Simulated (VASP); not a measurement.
Se: single point with PBE+D3(BJ)

Se:

```
Se
1.0
     4.06815    0.00000    0.00000
    -2.03407    3.52312    0.00000
     0.00000    0.00000    5.12773
Se
3
Direct
  0.29343 0.00000 0.33333
  0.00000 0.29343 0.66667
  0.70657 0.70657 0.00000
```

This cell differs from its parent crystal: c/a of the conventional cell at fixed volume 1.2605.

```json
{
  "Program": "VASP 6.6.1",
  "Task": "single point",
  "Functional": "PBE",
  "Dispersion": "D3(BJ)",
  "Potentials or basis": "VASP PAW PBE potentials, release 64 (Se)",
  "Cutoff": "520 eV",
  "k mesh": "9 × 9 × 8",
  "Occupations": "gaussian, width 0.05 eV",
  "Spin": "no spin polarisation"
}
```

* Pressure: -5.6 GPa
* Largest force: 0.750 eV/Å
* Band gap on the k mesh: zero (band 9 reaches 3.92 eV, above the bottom of band 10 at 3.64 eV)
* Dispersion energy per atom: -0.357 eV

Forces in eV/Å, atoms in the order of the input:
```
Se  -0.750  0.000  0.000
Se   0.375 -0.650  0.000
Se   0.375  0.650  0.000
```

Stress tensor (GPa, compression positive):
```
-5.73  0.00  0.00
 0.00 -5.73  0.00
 0.00  0.00 -5.28
```

Levels at points of the mesh, in eV from the Fermi level:
| k point | band 6 | band 7 | band 8 | band 9 | band 10 | band 11 | band 12 | band 13 |
| --- | --- | --- | --- | --- | --- | --- | --- | --- |
| (0.00, 0.00, 0.00) | -3.03 | -2.20 | -2.20 | -1.62 | 1.07 | 1.07 | 1.32 | 6.64 |
| (0.00, 0.00, 0.50) | -3.11 | -1.42 | -1.20 | -1.20 | -0.24 | -0.24 | 0.01 | 5.71 |

Wall time 38 s on 1 thread of AMD EPYC 9R45 96-Core Processor (Zen 5), on a shared host, peak memory 0.2 GiB.

Caveat: pairwise dispersion overbinds metals, which lowers pressure and volume.
